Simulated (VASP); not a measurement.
# Bi (P2/m) in VASP: a series of runs

Bi is run at these levels: PBEsol, LDA; tasks: relaxation of cell and atoms, single point.

Everything below comes from runs of VASP 6.6.1. Logs are shortened: lines on timing, memory, paths and dates and some standing lists are left out, and cuts for length are marked.

### 1 The cell of the first run

Symmetry: P2/m, No. 10, monoclinic system. The conventional cell has a = 3.238 Å, b = 3.222 Å, c = 6.444 Å, α = 90.00°, β = 90.72°, γ = 90.00°. Bi (site symmetry m) has 18 Bi at 3.22 to 4.81 Å within 4.9 Å.

### 2 Relaxation of cell and atoms, PBEsol, target pressure 2 GPa, at which the enthalpy is minimised

File INCAR:

```
SYSTEM = Bi
PREC = Accurate ; ENCUT = 600
EDIFF = 1E-6 ; ISMEAR = -1
SIGMA = 0.05 ; LREAL = .FALSE.
LASPH = .TRUE. ; NELM = 60
ALGO = Fast ; ISIF = 3
LWAVE = .FALSE. ; LCHARG = .FALSE.
GGA = PS ; IBRION = 2
NSW = 60 ; EDIFFG = -0.01
PSTRESS = 20.0
```

File KPOINTS:

```
regular mesh
0
G
  8 8 4
  0 0 0
```

File POSCAR:

```
Bi
1.0
    3.2383762460      0.0000000000      0.0000000000
    0.0000000000      3.2216433200      0.0000000000
   -0.0804548793      0.0000000000      6.4438887882
Bi
2
Direct
    0.5442472500      0.0000000000      0.7495778900
    0.4557527500      0.0000000000      0.2504221100
```

Potentials or basis: VASP PAW PBE potentials, release 64 (Bi_d).

The run is started by

```console
cat potpaw_PBE.64/Bi_d/POTCAR > POTCAR
mpirun -np 1 vasp_std > vasp.out
```

OUTCAR:

```text
SYSTEM = Bi
   PREC = Accurate
   ENCUT = 600
   EDIFF = 1E-6
   ISMEAR = -1
   LREAL = .FALSE.
   LASPH = .TRUE.
   NELM = 60
   ISIF = 3
   GGA = PS
   IBRION = 2
   NSW = 60
   EDIFFG = -0.01
   PSTRESS = 20.0

 ion  position               nearest neighbor table
   1  0.544  0.000  0.750-   2 3.23   2 3.24
   2  0.456  0.000  0.250-   1 3.23   1 3.24

  LATTYP: Found a simple monoclinic cell.
 ALAT       =     3.2383762460
 B/A-ratio  =     0.9948329271
 C/A-ratio  =     1.9900068852
 COS(beta)  =    -0.0124844813

  Lattice vectors:

 A1 = (   3.2383762460,   0.0000000000,   0.0000000000)
 A2 = (   0.0000000000,   3.2216433200,   0.0000000000)
 A3 = (  -0.0804548793,   0.0000000000,   6.4438887882)

Analysis of symmetry for initial positions (statically):
=====================================================================
 Subroutine PRICEL returns:
 Original cell was already a primitive cell.

 Routine SETGRP: Setting up the symmetry group for a
 simple monoclinic supercell.

 Subroutine GETGRP returns: Found  4 space group operations
 (whereof  4 operations were pure point group operations)
 out of a pool of  4 trial point group operations.

The static configuration has the point symmetry C_2h.

Analysis of symmetry for dynamics (positions and initial velocities):
=====================================================================
 Subroutine PRICEL returns:
 Original cell was already a primitive cell.

 Routine SETGRP: Setting up the symmetry group for a
 simple monoclinic supercell.

 Subroutine GETGRP returns: Found  4 space group operations
 (whereof  4 operations were pure point group operations)
 out of a pool of  4 trial point group operations.

The dynamic configuration has the point symmetry C_2h.

 Subroutine INISYM returns: Found  4 space group operations
 (whereof  4 operations are pure point group operations),
 and found     1 'primitive' translations

----------------------------------------------------------------------------------------

                                     Primitive cell

  volume of cell :      67.2284

  direct lattice vectors                    reciprocal lattice vectors
     3.238376246  0.000000000  0.000000000     0.308796731  0.000000000  0.003855467
     0.000000000  3.221643320  0.000000000     0.000000000  0.310400594  0.000000000
    -0.080454879  0.000000000  6.443888788     0.000000000  0.000000000  0.155185794

  length of vectors
     3.238376246  3.221643320  6.444391026     0.308820799  0.310400594  0.155185794

  position of ions in fractional coordinates (direct lattice)
     0.544247250  0.000000000  0.749577890
     0.455752750  0.000000000  0.250422110
[... 71 lines left out ...]
   ISPIN  =      1    spin polarized calculation?
   LNONCOLLINEAR =      F non collinear calculations
   LSORBIT =      F    spin-orbit coupling
   LASPH  =      T    aspherical Exc in radial PAW
   ENCUT  =  600.0 eV  44.10 Ry    6.64 a.u.   6.47  6.43 12.87*2*pi/ulx,y,z
   NELM   =     60;   NELMIN=  2; NELMDL= -5     # of ELM steps
   EDIFF  = 0.1E-05   stopping-criterion for ELM
   LREAL  =      F    real-space projection
   EDIFFG = -.1E-01   stopping-criterion for IOM
   NSW    =     60    number of steps for IOM
   IBRION =      2    ionic relax: 0-MD 1-quasi-New 2-CG
   NFREE  =      1    steps in history (QN), initial steepest desc. (CG)
   ISIF   =      3    stress and relaxation
   ISYM   =      2    0-nonsym 1-usesym 2-fastsym
   POTIM  = 0.5000    time-step for ionic-motion
   TEBEG  =    0.0;   TEEND  =   0.0 temperature during run
   PSTRESS=   20.0 pullay stress
   NELECT =      30.0000    total number of electrons
   NUPDOWN=      -1.0000    fix difference up-down
   EMIN   =  10.00;   EMAX   =-10.00  energy-range for DOS
   EFERMI =   0.00;   METHOD = LEGACY
   ISMEAR =    -1;   SIGMA  =   0.05  broadening in eV -4-tet -1-fermi 0-gaus
   EFERMI_NEDOS =   21; number of points for ismear=-14 and -15
   IALGO  =     68    algorithm
   IMIX   =      4    mixing-type and parameters
     AMIX     =   0.40;   BMIX     =  1.00
     AMIX_MAG =   1.60;   BMIX_MAG =  1.00
  volume/ion in A,a.u.               =      33.61       226.84
  Fermi-wavevector in a.u.,A,eV,Ry     =   1.251020  2.364085 21.293818  1.565051
  Thomas-Fermi vector in A             =   2.384987
   LORBIT       =      0    0 simple, 1 ext, 2 COOP (PROOUT), +10 PAW based schemes
   GGA     = PS    functional components
   LHFCALC =     F    Hartree Fock is set to
   AEXX    =    0.0000 exact exchange contribution
   IVDW    =     0    specifies the selected vdW correction
   LEPSILON=     F    determine dielectric tensor
   LRPA    =     F    only Hartree local field effects (RPA)
 conjugate gradient relaxation of ions
 non-spin polarized calculation
 RMM-DIIS sequential band-by-band and
  energy-cutoff  :      600.00
  volume of cell :       67.23
 maximum number of plane-waves:      2285
 NGX is ok and might be reduce to    28
   NGX = 13   NGY = 13   NGZ = 25

--------------------------------------- Ionic step        1  -------------------------------------------

 number of electron      30.0000007 magnetization

 Free energy of the ion-electron system (eV)
  ---------------------------------------------------
  ext. energy  EPLUGINS =         0.00000000
  ---------------------------------------------------
  free energy    TOTEN  =        -8.53567611 eV

  energy without entropy =       -8.52150308  energy(sigma->0) =       -8.52858959

 E-fermi :   6.6291     XC(G=0):  -9.9531

 val. band max:        6.6231238858   @ k =  -0.3750   0.2500   0.2500
 cond. band min:       6.6350479702   @ k =   0.1250   0.2500   0.2500
 fundamental gap:      0.0119240844
 Fermi energy:         6.6291390447

 k-point     1 :       0.0000    0.0000    0.0000
  band No.  band energies     occupation
      1     -16.2437      2.00000
      2     -16.2336      2.00000
      3     -16.2266      2.00000
      4     -15.9822      2.00000
      5     -15.9814      2.00000
      6     -15.9626      2.00000
[... 628 lines left out ...]
  energy  without entropy=       -8.5101299349  energy(sigma->0) =       -8.51694626

  enthalpy is  TOTEN    =        -7.7201921560 eV   P V=        0.8035704256

[... ionic steps 4 to 23 ...]

--------------------------------------- Ionic step       24  -------------------------------------------

 number of electron      29.9999998 magnetization

------------------------ aborting loop because EDIFF is reached ----------------------------------------
[... 71 lines left out ...]
--------------------------------------- Ionic step       26  -------------------------------------------

 number of electron      29.9999999 magnetization

 Free energy of the ion-electron system (eV)
  ---------------------------------------------------
  ext. energy  EPLUGINS =         0.00000000
  ---------------------------------------------------
  free energy    TOTEN  =        -8.52752510 eV

  energy without entropy =       -8.52031795  energy(sigma->0) =       -8.52392152

 E-fermi :   7.2096     XC(G=0): -10.1695

 val. band max:        7.2008129821   @ k =  -0.1250   0.2500   0.2500
 cond. band min:       7.2968180736   @ k =   0.5000   0.0000   0.5000
 fundamental gap:      0.0960050915
 Fermi energy:         7.2095916199

 k-point     1 :       0.0000    0.0000    0.0000
  band No.  band energies     occupation
      1     -15.7671      2.00000
      2     -15.7527      2.00000
      3     -15.7431      2.00000
      4     -15.4741      2.00000
      5     -15.4691      2.00000
      6     -15.4360      2.00000
[... 552 lines left out ...]
  energy  without entropy=       -8.5203179454  energy(sigma->0) =       -8.52392152

  enthalpy is  TOTEN    =        -7.7258135935 eV   P V=        0.8017115098

 reached required accuracy - stopping structural energy minimisation
```

Run time: 14 min. Hardware: 1 thread of Intel Xeon 6975P-C (Granite Rapids), shared host; peak memory 0.29 GiB.

Results:

| Item | Value |
| --- | --- |
| Free energy | -8.5275 eV |
| Relaxed volume | 32.11 Å³/atom |
| Relaxed cell | a = 3.180 Å, b = 3.200 Å, c = 6.324 Å, α = 90.00°, β = 93.66°, γ = 90.00° |
| Space group after relaxing (to 0.1 Å) | P2/m (No. 10) |
| Energy change on relaxing (the run minimises the enthalpy) | +4.1 meV/atom |
| Ionic steps | 26 |
| Pressure after relaxing | 2.0 GPa |
| Largest force after relaxing | 0.007 eV/Å |
| Band gap on the k mesh | zero (bands 15 and 16 overlap by 6.40 eV) |

Forces in eV/Å, atoms in the order of the input:
```
Bi   0.006  0.000 -0.004
Bi  -0.006  0.000  0.004
```

Step by step:
| step | energy change (eV) | largest force (eV/Å) | pressure (GPa) | volume (Å³) |
| --- | --- | --- | --- | --- |
| 1 | 0.0000 | 0.0126 | -0.50 | 67.23 |
| 2 | 0.0529 | 0.0395 | 4.35 | 62.26 |
| 3 | 0.0119 | 0.0233 | 1.90 | 64.37 |
| 4 | 0.0135 | 0.0235 | 2.08 | 64.25 |
| 5 | 0.0128 | 0.0235 | 2.12 | 64.31 |
| 6 | 0.0119 | 0.0247 | 2.07 | 64.33 |
| 7 | 0.0116 | 0.0261 | 2.05 | 64.34 |
| 8 | 0.0098 | 0.0248 | 1.97 | 64.42 |
| 9 | 0.0051 | 0.0199 | 1.68 | 64.65 |
| 10 | 0.0006 | 0.0171 | 1.16 | 65.09 |
| 11 | 0.0026 | 0.0200 | 1.49 | 64.80 |
| 12 | 0.0027 | 0.0123 | 1.50 | 64.78 |
| 13 | 0.0032 | 0.0158 | 1.55 | 64.70 |
| 14 | 0.0049 | 0.0163 | 1.66 | 64.55 |
| 15 | 0.0043 | 0.0218 | 1.63 | 64.59 |
| 16 | 0.0051 | 0.0190 | 1.70 | 64.51 |
| 17 | 0.0078 | 0.0190 | 1.99 | 64.26 |
| 18 | 0.0082 | 0.0186 | 2.00 | 64.22 |
| 19 | 0.0089 | 0.0188 | 2.04 | 64.17 |
| 20 | 0.0086 | 0.0179 | 2.05 | 64.20 |
| 21 | 0.0084 | 0.0180 | 2.03 | 64.21 |
| 22 | 0.0083 | 0.0146 | 2.02 | 64.22 |
| 23 | 0.0080 | 0.0119 | 2.01 | 64.24 |
| 24 | 0.0079 | 0.0114 | 1.98 | 64.25 |
| 25 | 0.0080 | 0.0113 | 1.99 | 64.24 |
| 26 | 0.0082 | 0.0074 | 2.01 | 64.22 |

Final structure:
```
Bi
1.0
     3.17896    0.00000   -0.08201
     0.00000    3.19988    0.00000
    -0.24085    0.00000    6.31986
Bi
2
Direct
  0.54987 0.00000 0.74984
  0.45013 0.00000 0.25016
```

Caveat: the cell is relaxed towards a set pressure, so the run minimises the enthalpy, not the energy; the PAW data sets were made with another functional, which shifts forces and pressure a little; spin-orbit coupling is left out, which moves the levels of the heavy elements.

[end of part 1 of 2]
